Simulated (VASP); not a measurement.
Ru:

```
Ru
1.0
     2.70389    0.00000    0.00000
    -1.35194    2.34164    0.00000
     0.00000    0.00000    4.28168
Ru
2
Direct
  0.33333 0.66667 0.25000
  0.66667 0.33333 0.75000
```

| Quantity | Value |
| --- | --- |
| Program | VASP 6.6.1 |
| Task | relaxation of cell and atoms |
| Functional | PBE |
| Potentials or basis | VASP PAW PBE potentials, release 64 (Ru_pv) |
| Cutoff | 600 eV |
| k mesh | 13 × 13 × 8 |
| Occupations | fermi-dirac, width 0.1 eV |
| Spin | no spin polarisation |

At the start: pressure 5.1 GPa; volume 13.55 Å³/atom.

Question: How do energy, volume and symmetry change on relaxing?

Answer: Over 6 steps the energy falls by 3.7 meV/atom and the volume is 13.77 Å³/atom (+1.6 %); space group P6_3/mmc (No. 194, to 0.05 Å).

The path:
```csv
step,energy change (eV),largest force (eV/Å),pressure (GPa),volume (Å³)
1,0.0000,0.0000,5.06,27.11
2,0.0459,0.0000,-12.67,28.82
3,-0.0071,0.0000,-0.23,27.56
4,-0.0071,0.0000,-0.12,27.55
5,-0.0073,0.0000,0.12,27.53
6,-0.0074,0.0000,0.02,27.54
```

Final structure:
```xyz
2
Lattice="2.7230 0.0000 0.0000 -1.3615 2.3582 0.0000 0.0000 0.0000 4.2885" Properties=species:S:1:pos:R:3 pbc="T T T"
Ru    0.0000    1.5721    1.0721
Ru    1.3615    0.7861    3.2164
```
